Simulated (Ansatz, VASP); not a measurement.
## Two plane-wave programs on W

The input INCAR:

```
SYSTEM = W
  PREC = Accurate
  ENCUT = 520
  EDIFF = 1E-6
  ISMEAR = -1
  SIGMA = 0.1
  LREAL = .False.
  LASPH = .True.
  NELM = 80
  ALGO = Normal
  ISIF = 2
  LWAVE = .False.
  LCHARG = .False.
  GGA = RE
  NBANDS = 13
```

The input KPOINTS:

```
regular mesh
0
Gamma
  15 15 15
  0 0 0
```

File POSCAR:

```
W
1.0
    0.0000000000      1.9696863875      1.9696863875
    1.9696863875      0.0000000000      1.9696863875
    1.9696863875      1.9696863875      0.0000000000
W
1
Direct
    0.0000000000      0.0000000000      0.0000000000
```

Input for Ansatz:

```yaml
crystal:
  lattice:
    - [0.0, 1.9696863875, 1.9696863875]
    - [1.9696863875, 0.0, 1.9696863875]
    - [1.9696863875, 1.9696863875, 0.0]
  atoms:
    - { symbol: W, position: [0.0, 0.0, 0.0] }
hamiltonian:
  xc: revpbe
  pseudopotentials:
    kind: paw
    azcp:
      W: "pseudopotentials/W.paw.azcp"
basis:
  ecutwfc: 420
  fft_grid_basis: typed
kpoints:
  mp_grid: { grid: [15, 15, 15], shift: [0, 0, 0] }
magnetization:
  spin_polarized: false
scf:
  occupations: { method: fermi_dirac, width: 0.1 }
  lower_state_search: "off"
output:
  stress: true
```

Alike in both runs: task single point; functional revPBE; k mesh 15 × 15 × 15; occupations fermi-dirac, width 0.1 eV; no spin polarisation.

|  | VASP | Ansatz |
| --- | --- | --- |
| version | VASP 6.6.1 | Ansatz 0.2.0 |
| potentials or method | VASP PAW PBE potentials, release 64 (W_sv), cutoff 520 eV | plane waves (420 eV) with PAW, scalar-relativistic |
| valence electrons in the cell | 14 | 14 |

|  | VASP | Ansatz | Ansatz less VASP |
| --- | --- | --- | --- |
| pressure (GPa) | 27.7 | 26.8 | -0.85 |

VASP's potentials were made for PBE, not for revPBE.

Neither program's run includes spin-orbit coupling.
